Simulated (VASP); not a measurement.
Input of a VASP 6.6.1 run:

Contents of INCAR:

```
SYSTEM = Au
ALGO     = Fast           ! electronic algorithm
EDIFF    = 1E-7           ! SCF threshold, eV
ENCUT    = 520            ! plane-wave cutoff, eV
GGA      = CA             ! functional
ISIF     = 2              ! what is computed and relaxed
ISMEAR   = -1             ! smearing method
LASPH    = .True.         ! aspherical terms in the spheres
LCHARG   = .False.        ! write CHGCAR
LREAL    = .False.        ! projectors in reciprocal space
LWAVE    = .False.        ! write WAVECAR
NBANDS   = 12             ! bands
NELM     = 60             ! most SCF steps
PREC     = Accurate       ! precision mode
SIGMA    = 0.15           ! smearing width, eV
```

File KPOINTS:

```
k-points
0
Gamma
  18 18 18
  0 0 0
```

The input POSCAR:

```
Au
1.0
    0.0000000000      2.0240552182      2.0240552182
    2.0240552182      0.0000000000      2.0240552182
    2.0240552182      2.0240552182      0.0000000000
Au
1
Direct
    0.0000000000      0.0000000000      0.0000000000
```

Potentials or basis: VASP PAW LDA potentials, release 64 (Au).

Run with:

```sh
$ cat potpaw_LDA.64/Au/POTCAR > POTCAR
$ mpirun -np 1 vasp_std > vasp.out
```

(1) Predict the pressure.

Answers

(1) 0.5 GPa.
